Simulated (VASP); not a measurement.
# MgO (P6_3/mmc) in VASP: notebook

The runs below take MgO through single point, with PBEsol.

All numbers are computed with VASP 6.6.1; they aren't measurements. Logs are shortened: lines on timing, memory, paths and dates and some standing lists are left out, and cuts for length are marked.

### 1 The cell of the first run

It takes space group P6_3/mmc (No. 194, hexagonal). The conventional cell has a = 3.574 Å, b = 3.574 Å, c = 4.282 Å, α = 90.00°, β = 90.00°, γ = 120.00°. Mg (site symmetry -6m2) has 5 O at 2.06 to 2.14 Å within 2.7 Å. O (site symmetry -6m2) has 5 Mg at 2.06 to 2.14 Å within 2.7 Å.

### 2 Single point, PBEsol (strain +0.025 along x and y, +0.025 along z)

Contents of INCAR:

```
SYSTEM = MgO
PREC = Accurate ; ENCUT = 520
EDIFF = 1E-7 ; ISMEAR = 0
SIGMA = 0.05 ; LREAL = .False.
LASPH = .True. ; NELM = 60
ALGO = Normal ; ISIF = 2
LWAVE = .False. ; LCHARG = .False.
GGA = PS ; NBANDS = 16
```

Contents of KPOINTS:

```
regular mesh
0
Gamma
  9 9 6
  0 0 0
```

Contents of POSCAR:

```
MgO
1.0
    3.5735373093      0.0000000000      0.0000000000
   -1.7867686547      3.0947740912      0.0000000000
    0.0000000000      0.0000000000      4.2824922505
Mg O
2 2
Direct
    0.6666666667      0.3333333333      0.7500000000
    0.3333333333      0.6666666667      0.2500000000
    0.6666666667      0.3333333333      0.2500000000
    0.3333333333      0.6666666667      0.7500000000
```

Potentials or basis: VASP PAW PBE potentials, release 64 (Mg, O).

Launch:

```
$ cat potpaw_PBE.64/Mg/POTCAR potpaw_PBE.64/O/POTCAR > POTCAR
$ mpirun -np 1 vasp_std > vasp.out
```

OUTCAR:

```text
SYSTEM = MgO
   PREC = Accurate
   ENCUT = 520
   EDIFF = 1E-7
   ISMEAR = 0
   LREAL = .False.
   LASPH = .True.
   NELM = 60
   ISIF = 2
   GGA = PS

 ion  position               nearest neighbor table
   1  0.667  0.333  0.750-   4 2.06   4 2.06   4 2.06   3 2.14   3 2.14   2 2.97   2 2.97   2 2.97
                             2 2.97   2 2.97   2 2.97
   2  0.333  0.667  0.250-   3 2.06   3 2.06   3 2.06   4 2.14   4 2.14   1 2.97   1 2.97   1 2.97
                             1 2.97   1 2.97   1 2.97
   3  0.667  0.333  0.250-   2 2.06   2 2.06   2 2.06   1 2.14   1 2.14
   4  0.333  0.667  0.750-   1 2.06   1 2.06   1 2.06   2 2.14   2 2.14

  LATTYP: Found a hexagonal cell.
 ALAT       =     3.5735373093
 C/A-ratio  =     1.1983902447

  Lattice vectors:

 A1 = (   3.5735373093,   0.0000000000,   0.0000000000)
 A2 = (  -1.7867686547,   3.0947740912,   0.0000000000)
 A3 = (   0.0000000000,   0.0000000000,   4.2824922505)

Analysis of symmetry for initial positions (statically):
=====================================================================
 Subroutine PRICEL returns:
 Original cell was already a primitive cell.

 Routine SETGRP: Setting up the symmetry group for a
 hexagonal supercell.

 Subroutine GETGRP returns: Found 24 space group operations
 (whereof 12 operations were pure point group operations)
 out of a pool of 24 trial point group operations.

The static configuration has the point symmetry D_3d.
 The point group associated with its full space group is D_6h.

Analysis of symmetry for dynamics (positions and initial velocities):
=====================================================================
 Subroutine PRICEL returns:
 Original cell was already a primitive cell.

 Routine SETGRP: Setting up the symmetry group for a
 hexagonal supercell.

 Subroutine GETGRP returns: Found 24 space group operations
 (whereof 12 operations were pure point group operations)
 out of a pool of 24 trial point group operations.

The dynamic configuration has the point symmetry D_3d.
 The point group associated with its full space group is D_6h.

 Subroutine INISYM returns: Found 24 space group operations
 (whereof 12 operations are pure point group operations),
 and found     1 'primitive' translations

----------------------------------------------------------------------------------------

                                     Primitive cell

  volume of cell :      47.3613

[... 90 lines left out ...]
   ENCUT  =  520.0 eV  38.22 Ry    6.18 a.u.   6.64  6.64  7.96*2*pi/ulx,y,z
   NELM   =     60;   NELMIN=  2; NELMDL= -5     # of ELM steps
   EDIFF  = 0.1E-06   stopping-criterion for ELM
   LREAL  =      F    real-space projection
   EDIFFG = 0.1E-05   stopping-criterion for IOM
   NSW    =      0    number of steps for IOM
   IBRION =     -1    ionic relax: 0-MD 1-quasi-New 2-CG
   NFREE  =      0    steps in history (QN), initial steepest desc. (CG)
   ISIF   =      2    stress and relaxation
   ISYM   =      2    0-nonsym 1-usesym 2-fastsym
   POTIM  = 0.5000    time-step for ionic-motion
   TEBEG  =    0.0;   TEEND  =   0.0 temperature during run
   PSTRESS=    0.0 pullay stress
   NELECT =      16.0000    total number of electrons
   NUPDOWN=      -1.0000    fix difference up-down
   EMIN   =  10.00;   EMAX   =-10.00  energy-range for DOS
   EFERMI =   0.00;   METHOD = LEGACY
   ISMEAR =     0;   SIGMA  =   0.05  broadening in eV -4-tet -1-fermi 0-gaus
   EFERMI_NEDOS =   21; number of points for ismear=-14 and -15
   IALGO  =     38    algorithm
   IMIX   =      4    mixing-type and parameters
     AMIX     =   0.40;   BMIX     =  1.00
     AMIX_MAG =   1.60;   BMIX_MAG =  1.00
  volume/ion in A,a.u.               =      11.84        79.90
  Fermi-wavevector in a.u.,A,eV,Ry     =   1.140180  2.154628 17.687726  1.300011
  Thomas-Fermi vector in A             =   2.276883
   LORBIT       =      0    0 simple, 1 ext, 2 COOP (PROOUT), +10 PAW based schemes
   GGA     = PS    functional components
   LHFCALC =     F    Hartree Fock is set to
   AEXX    =    0.0000 exact exchange contribution
   IVDW    =     0    specifies the selected vdW correction
   LEPSILON=     F    determine dielectric tensor
   LRPA    =     F    only Hartree local field effects (RPA)
 non-spin polarized calculation
 Gauss-broadening in eV      SIGMA  =   0.05
  energy-cutoff  :      520.00
  volume of cell :       47.36
 maximum number of plane-waves:      1311
 NGX is ok and might be reduce to    28
   NGX = 13   NGY = 13   NGZ = 15

 number of electron      15.9999992 magnetization

 Free energy of the ion-electron system (eV)
  ---------------------------------------------------
  ext. energy  EPLUGINS =         0.00000000
  ---------------------------------------------------
  free energy    TOTEN  =       -24.68025970 eV

  energy without entropy =      -24.68025970  energy(sigma->0) =      -24.68025970

 E-fermi :   1.7002     XC(G=0):  -9.9834

 val. band max:        1.4136218466   @ k =   0.0000   0.0000   0.0000
 cond. band min:       4.3642732963   @ k =   0.0000   0.0000   0.0000
 fundamental gap:      2.9506514497
 Fermi energy:         1.7001571959

 k-point     1 :       0.0000    0.0000    0.0000
  band No.  band energies     occupation
      1     -15.1373      2.00000
      2     -13.8922      2.00000
      3      -2.0178      2.00000
      4      -0.2002      2.00000
      5      -0.2002      2.00000
      6       0.6935      2.00000
[... 433 lines left out ...]
      3      -1.8636      2.00000
      4      -1.2531      2.00000
      5      -1.2531      2.00000
      6       0.3127      2.00000
[... 8 lines left out ...]
     15      14.9123      0.00000
     16      17.0319      0.00000

 [... further k-points ...]
[... 5 lines left out ...]
  --------------------------------------------------------------------------------------
  -------------------------------------------------------------------------------------
  Total       -2.3048158     -2.3048158     -2.4173357      0.0000000     -0.0000000      0.0000000
  in kB      -77.9691766    -77.9691766    -81.7755915      0.0000000     -0.0000000      0.0000000
  external PRESSURE =     -79.2379816 kB  Pullay stress =       0.0000000 kB

 VOLUME and BASIS-vectors are now :
 -----------------------------------------------------------------------------
  energy-cutoff  :      520.00
  volume of cell :       47.36
      direct lattice vectors                 reciprocal lattice vectors
     3.573537309  0.000000000  0.000000000     0.279834773  0.161562681  0.000000000
    -1.786768655  3.094774091  0.000000000     0.000000000  0.323125362  0.000000000
     0.000000000  0.000000000  4.282492250     0.000000000  0.000000000  0.233508887

 POSITION                                       TOTAL-FORCE (eV/Angst)
 -----------------------------------------------------------------------------------
      1.78677      1.03159      3.21187        -0.000000      0.000000      0.000000
     -0.00000      2.06318      1.07062         0.000000     -0.000000      0.000000
      1.78677      1.03159      1.07062        -0.000000      0.000000      0.000000
     -0.00000      2.06318      3.21187         0.000000     -0.000000      0.000000
 -----------------------------------------------------------------------------------
    total drift:                               -0.000000      0.000000     -0.000000

  FREE ENERGIE OF THE ION-ELECTRON SYSTEM (eV)
  ---------------------------------------------------
  free  energy   TOTEN  =       -24.6802597017 eV

  energy  without entropy=      -24.6802597017  energy(sigma->0) =      -24.68025970
```

stdout:

```text
POSCAR found type information on POSCAR MgO
 POSCAR found :  2 types and       4 ions
 scaLAPACK will be used
 -----------------------------------------------------------------------------
|                                                                             |
|                                                                             |
|     You enforced a specific xc type in the INCAR file but a different       |
|     I HOPE YOU KNOW WHAT YOU ARE DOING!                                     |
|                                                                             |
 -----------------------------------------------------------------------------

 LDA part: xc-table for (Slater+PW92), standard interpolation
 POSCAR, INCAR and KPOINTS ok, starting setup
 FFT: planning ... GRIDC
 FFT: planning ... GRID_SOFT
 FFT: planning ... GRID
 WAVECAR not read
 entering main loop
```

Wall time 47 s (1 thread of Intel Xeon 8259CL, shared host); peak memory 0.18 GiB.

Results:

```
Free energy            : -24.6803 eV
Pressure               : -7.9 GPa
Band gap on the k mesh : 2.95 eV, direct
```

Caveat: the cell differs from its parent crystal (strain +0.025 along x and y, +0.025 along z); the PAW data sets were made with another functional, which shifts forces and pressure a little.

### 3 Single point, PBEsol (strain +0.050 along x and y, +0.000 along z)

Contents of INCAR:

```
  PREC = Accurate
  ENCUT = 520
  EDIFF = 1E-6
  ISMEAR = 0
  SIGMA = 0.05
  LREAL = False
  LASPH = True
  NELM = 100
  ALGO = Normal
  ISIF = 2
  LWAVE = False
  LCHARG = False
  GGA = PS
  NBANDS = 16
```

Contents of KPOINTS:

```
regular mesh
0
Gamma
  9 9 6
```

Contents of POSCAR:

```
MgO
1.0
    3.6606967558      0.0000000000      0.0000000000
   -1.8303483779      3.1702563861      0.0000000000
    0.0000000000      0.0000000000      4.1780412200
Mg O
2 2
Direct
    0.6666666667      0.3333333333      0.7500000000
    0.3333333333      0.6666666667      0.2500000000
    0.6666666667      0.3333333333      0.2500000000
    0.3333333333      0.6666666667      0.7500000000
```

Potentials or basis: VASP PAW PBE potentials, release 64 (Mg, O).

Launch:

```
$ cat potpaw_PBE.64/Mg/POTCAR potpaw_PBE.64/O/POTCAR > POTCAR
$ mpirun -np 1 vasp_std > vasp.out
```

Wall time 40 s (1 thread of Intel Xeon 8259CL, shared host); peak memory 0.18 GiB.

The run converged. Its results:

```yaml
Free_energy: -24.5973 eV
Pressure: -9.4 GPa
Band_gap_on_the_k_mesh: 2.93 eV, direct
```

Stress tensor (GPa, compression positive):
```
-11.02   0.00   0.00
  0.00 -11.02   0.00
  0.00   0.00  -6.08
```

Levels at points of the mesh, in eV from the valence-band top:
| k point | band 4 | band 5 | band 6 | band 7 | band 8 | band 9 | band 10 | band 11 | band 12 | band 13 |
| --- | --- | --- | --- | --- | --- | --- | --- | --- | --- | --- |
| (0.00, 0.00, 0.00) | -1.56 | -1.56 | -0.55 | -0.55 | 0.00 | 2.93 | 8.89 | 11.57 | 11.57 | 11.87 |
| (0.00, 0.00, 0.50) | -2.25 | -1.07 | -1.07 | -1.07 | -1.07 | 5.98 | 5.98 | 11.92 | 11.92 | 11.92 |

Caveat: the cell differs from its parent crystal (strain +0.050 along x and y, +0.000 along z); the PAW data sets were made with another functional, which shifts forces and pressure a little.

(Continued in part 2 of 2.)
